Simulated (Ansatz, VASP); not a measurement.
Two plane-wave programs on HfC

File INCAR:

```
SYSTEM = HfC
  PREC = Accurate
  ENCUT = 520
  EDIFF = 1E-7
  ISMEAR = 0
  SIGMA = 0.05
  LREAL = .False.
  LASPH = .True.
  NELM = 80
  ALGO = Normal
  ISIF = 2
  LWAVE = .False.
  LCHARG = .True.
  GGA = PE
  LELF = .True.
  LVHAR = .True.
  NBANDS = 14
```

KPOINTS

```
regular mesh
0
Gamma
  12 12 12
  0 0 0
```

Contents of POSCAR:

```
HfC
1.0
    0.0257605246      2.5605940026      2.5243132853
    2.5019062725      0.0376834509      2.5123903589
    2.5400354915      2.5868002953     -0.0004457681
Hf C
1 1
Direct
    0.0032792397      0.0005338288     -0.0081693613
    0.2467207603      0.2494661712      0.2581693613
```

Input for Ansatz:

```yaml
crystal:
  lattice:
    - [0.0257605246, 2.5605940026, 2.5243132853]
    - [2.5019062725, 0.0376834509, 2.5123903589]
    - [2.5400354915, 2.5868002953, -0.0004457681]
  atoms:
    - { symbol: Hf, position: [0.0032792397, 0.0005338288, -0.0081693613] }
    - { symbol: C, position: [0.2467207603, 0.2494661712, 0.2581693613] }
basis:
  ecutwfc: 420
  ecutrho_ratio: 4
kpoints:
  mp_grid: { grid: [12, 12, 12] }
hamiltonian:
  xc: pbe
scf:
  occupations: { method: gaussian, width: 0.05 }
output:
  forces: true
  stress: true
  eigenvalues: true
```

Change from the starting cell: all atoms moved at random (sigma 0.03 Å), cell strained at random (1 %).

Alike in both runs: task single point; functional PBE; k mesh 12 × 12 × 12; occupations gaussian, width 0.05 eV; no spin polarisation.

|  | VASP | Ansatz |
| --- | --- | --- |
| version | VASP 6.6.1 | Ansatz 0.2.0 |
| potentials or method | VASP PAW PBE potentials, release 64 (Hf_pv, C), cutoff 520 eV | scalar-relativistic, plane waves, PAW |
| valence electrons in the cell | 14 | 30 |

Ansatz gave:

```
gap on the k mesh at the Fermi level (eV)                     : 0.28
least direct gap on the mesh (eV)                             : 0.29
pressure (GPa)                                                : -0.8
traceless stress, the component that is largest in VASP (GPa) : -2.34
rms of the force components (eV/Å)                            : 0.327
```

Which values does VASP return?

gap on the k mesh at the Fermi level (eV): 0.28; least direct gap on the mesh (eV): 0.29; pressure (GPa): -1.2; traceless stress, the component that is largest in VASP (GPa): -2.35; rms of the force components (eV/Å): 0.329.

Atom by atom the forces differ by 0.002 eV/Å (rms over components). With one functional, cell and mesh, what is left measures potentials, basis and numerics. VASP's potentials hold 14 valence electrons a cell and Ansatz's 30, so a difference there can come from the potentials and not from the codes.

Neither program's run includes spin-orbit coupling.
